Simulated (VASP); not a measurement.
Set up this calculation in VASP 6.6.1, as the native input.

| Item | Value |
| --- | --- |
| Task | relaxation of the atoms |
| Functional | LDA |
| Potentials or basis | VASP PAW LDA potentials, release 64 (C) |
| Cutoff | 520 eV |
| k mesh | 10 × 7 × 1 |
| Occupations | fermi-dirac, width 0.02 eV |
| Spin | no spin polarisation |
| Dipole correction | yes |
| Further INCAR settings | ALGO = Normal; EDIFF = 1e-07; IBRION = 2; EDIFFG = -0.01; NSW = 60 |

The structure of C lies in POSCAR:

```
C
1.0
    2.4973051744      0.0000000000      0.0000000000
    0.0000000000      3.5317228470      0.0000000000
    0.0000000000      0.0000000000     17.2487000000
C
4
Direct
    0.0000000000      0.3750000000      0.4638044436
    0.5000000000      0.1250000000      0.4638044436
    0.5000000000      0.8750000000      0.5361955564
    0.0000000000      0.6250000000      0.5361955564
```

These files were run (other wordings do the same):

INCAR

```
PREC     = Accurate       # precision mode
ENCUT    = 520            # plane-wave cutoff, eV
EDIFF    = 1E-7           # SCF threshold, eV
ISMEAR   = -1             # smearing method
SIGMA    = 0.02           # smearing width, eV
LREAL    = F              # projectors in reciprocal space
LASPH    = T              # aspherical terms in the spheres
NELM     = 100            # most SCF steps
ALGO     = Normal         # electronic algorithm
ISIF     = 2              # what is computed and relaxed
LWAVE    = F              # write WAVECAR
LCHARG   = F              # write CHGCAR
LDIPOL   = T            
IDIPOL   = 3            
DIPOL    = 0.5 0.5 0.500
IBRION   = 2              # ionic algorithm
NSW      = 60             # ionic steps
EDIFFG   = -0.01          # ionic threshold
```

KPOINTS

```
Automatic mesh
0
Gamma
  10 7 1
```

Potentials or basis: VASP PAW LDA potentials, release 64 (C).

Run with:

```sh
$ cat potpaw_LDA.64/C/POTCAR > POTCAR
$ mpirun -np 1 vasp_std > vasp.out
```

It gave:

```yaml
Energy_gained_by_relaxing: 770.4 meV/atom
Ionic_steps: 12
Largest_force_after_relaxing: 0.006 eV/Å
Band_gap_on_the_k_mesh: zero (bands 8 and 9 overlap by 0.95 eV)
```

It took 3.9 min on 1 thread of Intel(R) Xeon(R) Platinum 8488C (Sapphire Rapids), on a shared host, peak memory 0.21 GiB.
